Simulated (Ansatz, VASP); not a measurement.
## Two plane-wave programs on MgO3

```
Mg O
1.0
     3.43010    0.00000    0.00000
     0.00000    3.43010    0.00000
     0.00000    0.00000    3.43010
Mg O
1 3
Direct
  0.00000 0.00000 0.00000
  0.00000 0.50000 0.50000
  0.50000 0.00000 0.50000
  0.50000 0.50000 0.00000
```

Alike in both runs: task relaxation of cell and atoms; functional PBE; k mesh 6 × 6 × 6; occupations gaussian, width 0.1 eV; collinear spin.

|  | VASP | Ansatz |
| --- | --- | --- |
| version | VASP 6.6.1 | Ansatz 0.2.0 |
| potentials or method | VASP PAW PBE potentials, release 64 (Mg, O), cutoff 600 eV | scalar-relativistic, plane waves, PAW |
| valence electrons in the cell | 20 | 28 |

VASP gave:

* gap on the k mesh at the Fermi level, each at its own relaxed structure (eV): none
* net moment per atom (μB): 1.00
* size of the moment on the site where the two differ most (μB): 1.17
* relaxed volume (Å³/atom): 9.65
* relaxed length of the cell vector where the two differ most in proportion (Å): 3.380

**Question.** What did Ansatz give for the same quantities?

**Answer.** gap on the k mesh at the Fermi level, each at its own relaxed structure (eV): none; net moment per atom (μB): 1.00; size of the moment on the site where the two differ most (μB): 1.32; relaxed volume (Å³/atom): 9.70; relaxed length of the cell vector where the two differ most in proportion (Å): 3.385.

Site moments also hang on the region over which each program counts them. A gap of «none» marks a metal or a gap that the smearing closes. VASP's potentials hold 20 valence electrons a cell and Ansatz's 28, so a difference there can come from the potentials and not from the codes.
